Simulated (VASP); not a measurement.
# Pd (Im-3m) in VASP: notebook

The runs below take Pd through single point, relaxation of cell and atoms, with PBEsol.

Everything below comes from runs of VASP 6.6.1. Logs are shortened: lines on timing, memory, paths and dates and some standing lists are left out, and cuts for length are marked.

**1. The cell of the first run**

It takes space group Im-3m (No. 229, cubic). Conventional cell: a = 3.086 Å, b = 3.086 Å, c = 3.086 Å, α = 90.00°, β = 90.00°, γ = 90.00°. Within 3.5 Å of Pd (site symmetry m-3m) lie 14 Pd at 2.67 to 3.09 Å.

**2. Single point, PBEsol**

Contents of INCAR:

```
  ALGO = Normal
  EDIFF = 1E-6
  ENCUT = 500
  GGA = PS
  GGA_COMPAT = False
  ISIF = 2
  ISMEAR = 0
  LASPH = True
  LCHARG = False
  LREAL = False
  LWAVE = False
  NBANDS = 11
  NELM = 120
  PREC = Accurate
  SIGMA = 0.1
```

Contents of KPOINTS:

```
k-points
0
Gamma
  8 8 8
```

Contents of POSCAR:

```
Pd
1.0
   -1.5431982950      1.5431982950      1.5431982950
    1.5431982950     -1.5431982950      1.5431982950
    1.5431982950      1.5431982950     -1.5431982950
Pd
1
Direct
    0.0000000000      0.0000000000      0.0000000000
```

Potentials or basis: VASP PAW PBE potentials, release 64 (Pd).

The run is started by

```console
> cat potpaw_PBE.64/Pd/POTCAR > POTCAR
> mpirun -np 1 vasp_std > vasp.out
```

OUTCAR:

```text
EDIFF = 1E-6
   ENCUT = 500
   GGA = PS
   ISIF = 2
   ISMEAR = 0
   LASPH = True
   LREAL = False
   NELM = 120
   PREC = Accurate

 ion  position               nearest neighbor table
   1  0.000  0.000  0.000-

  LATTYP: Found a body centered cubic cell.
 ALAT       =     3.0863965900

  Lattice vectors:

 A1 = (  -1.5431982950,   1.5431982950,   1.5431982950)
 A2 = (   1.5431982950,  -1.5431982950,   1.5431982950)
 A3 = (   1.5431982950,   1.5431982950,  -1.5431982950)

Analysis of symmetry for initial positions (statically):
=====================================================================
 Subroutine PRICEL returns:
 Original cell was already a primitive cell.

 Routine SETGRP: Setting up the symmetry group for a
 body centered cubic supercell.

 Subroutine GETGRP returns: Found 48 space group operations
 (whereof 48 operations were pure point group operations)
 out of a pool of 48 trial point group operations.

The static configuration has the point symmetry O_h .

Analysis of symmetry for dynamics (positions and initial velocities):
=====================================================================
 Subroutine PRICEL returns:
 Original cell was already a primitive cell.

 Routine SETGRP: Setting up the symmetry group for a
 body centered cubic supercell.

 Subroutine GETGRP returns: Found 48 space group operations
 (whereof 48 operations were pure point group operations)
 out of a pool of 48 trial point group operations.

The dynamic configuration has the point symmetry O_h .

 Subroutine INISYM returns: Found 48 space group operations
 (whereof 48 operations are pure point group operations),
 and found     1 'primitive' translations

----------------------------------------------------------------------------------------

                                     Primitive cell

  volume of cell :      14.7003

  direct lattice vectors                    reciprocal lattice vectors
    -1.543198295  1.543198295  1.543198295     0.000000000  0.324002432  0.324002432
     1.543198295 -1.543198295  1.543198295     0.324002432  0.000000000  0.324002432
     1.543198295  1.543198295 -1.543198295     0.324002432  0.324002432  0.000000000

  length of vectors
     2.672897853  2.672897853  2.672897853     0.458208633  0.458208633  0.458208633

  position of ions in fractional coordinates (direct lattice)
     0.000000000  0.000000000  0.000000000

  ion indices of the primitive-cell ions
   primitive index   ion index
                 1           1

----------------------------------------------------------------------------------------

 KPOINTS: k-points

Automatic generation of k-mesh.
 Grid dimensions read from file:
 generate k-points for:    8    8    8

 Generating k-lattice:

  Cartesian coordinates                     Fractional coordinates (reciprocal lattice)
     0.000000000  0.040500304  0.040500304     0.125000000  0.000000000  0.000000000
     0.040500304  0.000000000  0.040500304     0.000000000  0.125000000  0.000000000
     0.040500304  0.040500304  0.000000000     0.000000000  0.000000000  0.125000000

  Length of vectors
     0.057276079  0.057276079  0.057276079

  Shift w.r.t. Gamma in fractional coordinates (k-lattice)
     0.000000000  0.000000000  0.000000000

 Subroutine IBZKPT returns following result:
 ===========================================

 Found     29 irreducible k-points:

 Following reciprocal coordinates:
            Coordinates               Weight
  0.000000  0.000000  0.000000      1.000000
  0.125000  0.000000  0.000000     12.000000
  0.250000  0.000000  0.000000     12.000000
  0.375000  0.000000  0.000000     12.000000
  0.500000  0.000000  0.000000      6.000000
  0.125000  0.125000  0.000000     24.000000
[... 16 lines left out ...]
 -0.250000  0.250000  0.250000      6.000000
 -0.375000  0.375000  0.250000     24.000000
 [... further k-points ...]
   k-points           NKPTS =     29   k-points in BZ     NKDIM =     29   number of bands    NBANDS=     11
   number of dos      NEDOS =    301   number of ions     NIONS =      1
   total plane-waves  NPLWV =   8000
   dimension x,y,z NGX =    20 NGY =   20 NGZ =   20
   dimension x,y,z NGXF=    40 NGYF=   40 NGZF=   40
   ions per type =               1
   NGX,Y,Z   is equivalent  to a cutoff of  12.44, 12.44, 12.44 a.u.
   NGXF,Y,Z  is equivalent  to a cutoff of  24.88, 24.88, 24.88 a.u.
 SYSTEM =  unknown system
   PREC   = accura    normal or accurate (medium, high low for compatibility)
   ISTART =      0    job   : 0-new  1-cont  2-samecut
   ICHARG =      2    charge: 1-file 2-atom 10-const
   ISPIN  =      1    spin polarized calculation?
   LNONCOLLINEAR =      F non collinear calculations
   LSORBIT =      F    spin-orbit coupling
   LASPH  =      T    aspherical Exc in radial PAW
   ENCUT  =  500.0 eV  36.75 Ry    6.06 a.u.   4.87  4.87  4.87*2*pi/ulx,y,z
   NELM   =    120;   NELMIN=  2; NELMDL= -5     # of ELM steps
   EDIFF  = 0.1E-05   stopping-criterion for ELM
   LREAL  =      F    real-space projection
   EDIFFG = 0.1E-04   stopping-criterion for IOM
   NSW    =      0    number of steps for IOM
   IBRION =     -1    ionic relax: 0-MD 1-quasi-New 2-CG
   NFREE  =      0    steps in history (QN), initial steepest desc. (CG)
   ISIF   =      2    stress and relaxation
   ISYM   =      2    0-nonsym 1-usesym 2-fastsym
   POTIM  = 0.5000    time-step for ionic-motion
   TEBEG  =    0.0;   TEEND  =   0.0 temperature during run
   PSTRESS=    0.0 pullay stress
   NELECT =      10.0000    total number of electrons
   NUPDOWN=      -1.0000    fix difference up-down
   EMIN   =  10.00;   EMAX   =-10.00  energy-range for DOS
   EFERMI =   0.00;   METHOD = LEGACY
   ISMEAR =     0;   SIGMA  =   0.10  broadening in eV -4-tet -1-fermi 0-gaus
   EFERMI_NEDOS =   21; number of points for ismear=-14 and -15
   IALGO  =     38    algorithm
   IMIX   =      4    mixing-type and parameters
     AMIX     =   0.40;   BMIX     =  1.00
     AMIX_MAG =   1.60;   BMIX_MAG =  1.00
  volume/ion in A,a.u.               =      14.70        99.20
  Fermi-wavevector in a.u.,A,eV,Ry     =   1.439792  2.720812 28.204892  2.073001
  Thomas-Fermi vector in A             =   2.558608
   LORBIT       =      0    0 simple, 1 ext, 2 COOP (PROOUT), +10 PAW based schemes
   GGA     = PS    functional components
   LHFCALC =     F    Hartree Fock is set to
   AEXX    =    0.0000 exact exchange contribution
   IVDW    =     0    specifies the selected vdW correction
   LEPSILON=     F    determine dielectric tensor
   LRPA    =     F    only Hartree local field effects (RPA)
 non-spin polarized calculation
 Gauss-broadening in eV      SIGMA  =   0.10
  energy-cutoff  :      500.00
  volume of cell :       14.70
 maximum number of plane-waves:       384
   NGX =  9   NGY =  9   NGZ =  9

 number of electron      10.0000000 magnetization

 number of electron       9.9999999 magnetization

 Free energy of the ion-electron system (eV)
  ---------------------------------------------------
  ext. energy  EPLUGINS =         0.00000000
  ---------------------------------------------------
  free energy    TOTEN  =        -5.88638471 eV

  energy without entropy =       -5.87648048  energy(sigma->0) =       -5.88143260

 E-fermi :   9.6472     XC(G=0): -13.3954

 val. band max:        9.6430093217   @ k =  -0.3750   0.5000   0.1250
 cond. band min:       9.6814870371   @ k =  -0.3750   0.5000   0.2500
 fundamental gap:      0.0384777154
 Fermi energy:         9.6471987149

 k-point     1 :       0.0000    0.0000    0.0000
  band No.  band energies     occupation
      1       2.4189      2.00000
      2       6.6866      2.00000
      3       6.6866      2.00000
      4       6.6866      2.00000
      5       8.7235      2.00000
      6       8.7235      2.00000
      7      29.0060      0.00000
      8      29.0060      0.00000
      9      29.0060      0.00000
     10      35.9640      0.00000
     11      37.6385      0.00000

 k-point     2 :       0.1250    0.0000    0.0000
  band No.  band energies     occupation
      1       3.0010      2.00000
      2       6.4889      2.00000
      3       6.6896      2.00000
      4       7.1123      2.00000
      5       8.5205      2.00000
      6       8.7403      2.00000
      7      28.4963      0.00000
      8      28.9617      0.00000
      9      29.7242      0.00000
     10      34.8397      0.00000
     11      35.3403      0.00000

 k-point     3 :       0.2500    0.0000    0.0000
  band No.  band energies     occupation
      1       4.2245      2.00000
      2       6.0405      2.00000
      3       6.9583      2.00000
      4       8.2541      2.00000
      5       8.3887      2.00000
      6       8.8069      2.00000
      7      25.1768      0.00000
      8      27.4579      0.00000
      9      31.5064      0.00000
     10      32.4873      0.00000
     11      34.3228      0.00000

 k-point     4 :       0.3750    0.0000    0.0000
  band No.  band energies     occupation
      1       4.4440      2.00000
      2       5.6271      2.00000
      3       8.4886      2.00000
      4       8.9127      2.00000
      5       9.0661      2.00000
      6       9.6285      1.20853
      7      20.4203      0.00000
      8      25.5258      0.00000
      9      28.9405      0.00000
     10      33.3442      0.00000
     11      34.8363      0.00000
[... 239 lines left out ...]
 k-point    22 :       0.2500    0.2500    0.2500
  band No.  band energies     occupation
      1       6.0409      2.00000
      2       6.0409      2.00000
      3       6.0409      2.00000
      4       9.0200      2.00000
      5       9.0200      2.00000
      6      18.4949      0.00000
      7      19.1873      0.00000
      8      19.1873      0.00000
      9      19.1873      0.00000
     10      36.0324      0.00000
     11      40.4981      0.00000

 k-point    23 :      -0.2500    0.2500    0.2500
  band No.  band energies     occupation
      1       5.5082      2.00000
      2       6.3504      2.00000
      3       7.3297      2.00000
      4       7.3297      2.00000
      5       8.1734      2.00000
      6      10.3717      0.00000
      7      26.6547      0.00000
      8      26.6583      0.00000
      9      26.6583      0.00000
     10      27.2860      0.00000
     11      35.9583      0.00000

 k-point    24 :      -0.3750    0.3750    0.2500
  band No.  band energies     occupation
      1       5.4012      2.00000
      2       5.8049      2.00000
      3       7.3359      2.00000
      4       7.9358      2.00000
      5       9.3675      1.99992
      6      12.5906      0.00000
      7      21.6331      0.00000
      8      24.1083      0.00000
      9      26.5418      0.00000
     10      28.9782      0.00000
     11      35.8289      0.00000

 [... further k-points ...]
[... 5 lines left out ...]
  --------------------------------------------------------------------------------------
  -------------------------------------------------------------------------------------
  Total       -0.0283243     -0.0283243     -0.0283243      0.0000000      0.0000000     -0.0000000
  in kB       -3.0870514     -3.0870514     -3.0870514      0.0000000      0.0000000     -0.0000000
  external PRESSURE =      -3.0870514 kB  Pullay stress =       0.0000000 kB

 VOLUME and BASIS-vectors are now :
 -----------------------------------------------------------------------------
  energy-cutoff  :      500.00
  volume of cell :       14.70
      direct lattice vectors                 reciprocal lattice vectors
    -1.543198295  1.543198295  1.543198295     0.000000000  0.324002432  0.324002432
     1.543198295 -1.543198295  1.543198295     0.324002432  0.000000000  0.324002432
     1.543198295  1.543198295 -1.543198295     0.324002432  0.324002432  0.000000000

 POSITION                                       TOTAL-FORCE (eV/Angst)
 -----------------------------------------------------------------------------------
      0.00000      0.00000      0.00000         0.000000     -0.000000      0.000000
 -----------------------------------------------------------------------------------
    total drift:                                0.000000     -0.000000      0.000000

  FREE ENERGIE OF THE ION-ELECTRON SYSTEM (eV)
  ---------------------------------------------------
  free  energy   TOTEN  =        -5.8863847126 eV

  energy  without entropy=       -5.8764804785  energy(sigma->0) =       -5.88143260
```

It took 5.8 s on 1 thread of Intel Xeon 6975P-C, shared host; peak memory 0.12 GiB.

Results:

```yaml
Free_energy: -5.8864 eV
Pressure: -0.3 GPa
Band_gap_on_the_k_mesh: zero (band 5 reaches 10.30 eV, above the bottom of band 6 at 8.72 eV)
```

Levels at points of the mesh, in eV from the Fermi level:
```tsv
k point	band 1	band 2	band 3	band 4	band 5	band 6	band 7	band 8	band 9	band 10
(0.00, 0.00, 0.00)	-7.23	-2.96	-2.96	-2.96	-0.92	-0.92	19.36	19.36	19.36	26.32
(0.50, 0.00, 0.00)	-5.35	-4.18	-1.00	-0.68	0.66	1.33	7.97	15.12	17.86	24.46
(0.50, 0.50, 0.50)	-5.27	-5.27	0.26	0.26	0.26	9.19	9.19	9.19	17.76	17.76
```

Caveat: the PAW data sets were made with another functional, which shifts forces and pressure a little.

**3. Relaxation of cell and atoms, PBEsol**

This run uses another cell than the first one, of 15.55 Å³/atom, 1.058 times its volume.

Contents of INCAR:

```
ALGO     = Normal         # electronic algorithm
EDIFF    = 1E-7           # SCF threshold, eV
EDIFFG   = -0.04          # ionic threshold
ENCUT    = 500            # plane-wave cutoff, eV
GGA      = PS             # functional
GGA_COMPAT= F            
IBRION   = 2              # ionic algorithm
ISIF     = 3              # what is computed and relaxed
ISMEAR   = 0              # smearing method
LASPH    = T              # aspherical terms in the spheres
LCHARG   = F              # write CHGCAR
LREAL    = F              # projectors in reciprocal space
LWAVE    = F              # write WAVECAR
NELM     = 120            # most SCF steps
NELMIN   = 4            
NSW      = 90             # ionic steps
PREC     = Accurate       # precision mode
SIGMA    = 0.1            # smearing width, eV
```

KPOINTS is that of step 2.

Contents of POSCAR:

```
Pd
1.0
   -1.5722810000      1.5722810000      1.5722810000
    1.5722810000     -1.5722810000      1.5722810000
    1.5722810000      1.5722810000     -1.5722810000
Pd
1
Direct
    0.0000000000      0.0000000000      0.0000000000
```

Potentials or basis: VASP PAW PBE potentials, release 64 (Pd).

The run is started by

```console
> cat potpaw_PBE.64/Pd/POTCAR > POTCAR
> mpirun -np 1 vasp_std > vasp.out
```

Wall time 9.8 s (1 thread of Intel Xeon 6975P-C, shared host); peak memory 0.13 GiB.

The run converged. Its results:

| Property | Result |
| --- | --- |
| Free energy | -5.8868 eV |
| Relaxed volume | 14.69 Å³/atom |
| Relaxed cell | a = 2.672 Å, b = 2.672 Å, c = 2.672 Å, α = 109.47°, β = 109.47°, γ = 109.47° |
| Space group after relaxing (to 0.05 Å) | Im-3m (No. 229) |
| Energy gained by relaxing | 28.5 meV/atom |
| Ionic steps | 3 |
| Pressure after relaxing | -0.2 GPa |
| Band gap on the k mesh | zero (band 5 reaches 10.31 eV, above the bottom of band 6 at 8.73 eV) |

Step by step:
```tsv
step	energy change (eV)	largest force (eV/Å)	pressure (GPa)	volume (Å³)
1	0.0000	0.0000	-9.81	15.55
2	0.0407	0.0000	20.70	13.50
3	-0.0285	0.0000	-0.25	14.69
```

Final structure:
```xyz
1
Lattice="-1.5429 1.5429 1.5429 1.5429 -1.5429 1.5429 1.5429 1.5429 -1.5429" Properties=species:S:1:pos:R:3 pbc="T T T"
Pd    0.0000    0.0000    0.0000
```

Levels at points of the mesh, in eV from the Fermi level:
| k point | band 1 | band 2 | band 3 | band 4 | band 5 | band 6 | band 7 | band 8 | band 9 |
| --- | --- | --- | --- | --- | --- | --- | --- | --- | --- |
| (0.00, 0.00, 0.00) | -7.23 | -2.96 | -2.96 | -2.96 | -0.92 | -0.92 | 19.36 | 19.36 | 19.36 |
| (0.50, 0.00, 0.00) | -5.35 | -4.19 | -1.00 | -0.68 | 0.66 | 1.33 | 7.98 | 15.12 | 17.86 |
| (0.50, 0.50, 0.50) | -5.28 | -5.28 | 0.26 | 0.26 | 0.26 | 9.20 | 9.20 | 9.20 | 17.77 |

Caveat: the PAW data sets were made with another functional, which shifts forces and pressure a little.
